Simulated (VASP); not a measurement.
Here is a VASP 6.6.1 calculation.

The input POSCAR:

```
Zr3SnO8
1.0
    3.4156116081     -3.4359306695      0.0000000000
    3.4156116081      3.4359306695      0.0000000000
    0.0000000000      0.0000000000      6.4894971586
Zr O Sn
3 8 1
Direct
    0.5000000000      0.5000000000      0.0000000000
    0.0000000000      0.0000000000      0.7487261535
    0.0000000000      0.0000000000      0.2512738465
    0.1937581539      0.1937581539      0.0000000000
    0.8062418461      0.8062418461      0.0000000000
    0.6937218241      0.3062781759      0.7463627032
    0.3062781759      0.6937218241      0.7463627032
    0.1973704823      0.1973704823      0.5000000000
    0.8026295177      0.8026295177      0.5000000000
    0.6937218241      0.3062781759      0.2536372968
    0.3062781759      0.6937218241      0.2536372968
    0.5000000000      0.5000000000      0.5000000000
```

The input INCAR.step1:

```
SYSTEM = Zr3SnO8
PREC = Accurate
ENCUT = 520
ISMEAR = -1
SIGMA = 0.02
LREAL = .False.
LASPH = .True.
NELM = 100
NBANDS = 61
GGA = PE
ALGO = Normal
EDIFF = 1E-4
LWAVE = .True.
LCHARG = .False.
```

The input INCAR.step2:

```
SYSTEM = Zr3SnO8
PREC = Accurate
ENCUT = 520
EDIFF = 1E-7
ISMEAR = -1
SIGMA = 0.02
LREAL = .False.
LASPH = .True.
NELM = 100
ALGO = Normal
ISIF = 2
LWAVE = .False.
LCHARG = .False.
METAGGA = R2SCAN
LMIXTAU = .True.
NBANDS = 61
ISTART = 1
```

The input KPOINTS:

```
regular mesh
0
Gamma
  6 6 4
  0 0 0
```

Potentials or basis: VASP PAW PBE potentials, release 64 (Zr_sv, O, Sn_d).

Launch:

```bash
$ cat potpaw_PBE.64/Zr_sv/POTCAR potpaw_PBE.64/O/POTCAR potpaw_PBE.64/Sn_d/POTCAR > POTCAR
$ cp INCAR.step1 INCAR
$ mpirun -np 1 vasp_std > vasp.out
$ cp INCAR.step2 INCAR
$ mpirun -np 1 vasp_std > vasp.out
```

Question: What does it give for the band gap on the k mesh?

Answer: 3.32 eV.

Question: Estimate the largest force.

Answer: 0.043 eV/Å.

Question: What does it give for the pressure?

Answer: 0.6 GPa.

Forces on the atoms (eV/Å):
```
Zr   0.000  0.000  0.000
Zr   0.000  0.000  0.005
Zr   0.000  0.000 -0.005
O    0.005  0.000  0.000
O   -0.005  0.000  0.000
O    0.000 -0.033  0.027
O    0.000  0.033  0.027
O   -0.023  0.000  0.000
O    0.023  0.000  0.000
O    0.000 -0.033 -0.027
O    0.000  0.033 -0.027
Sn   0.000  0.000  0.000
```

Caveat: the PAW data sets were made with another functional, which shifts forces and pressure a little; spin-orbit coupling is left out, which moves the levels of the heavy elements. A k mesh can miss the band edges.
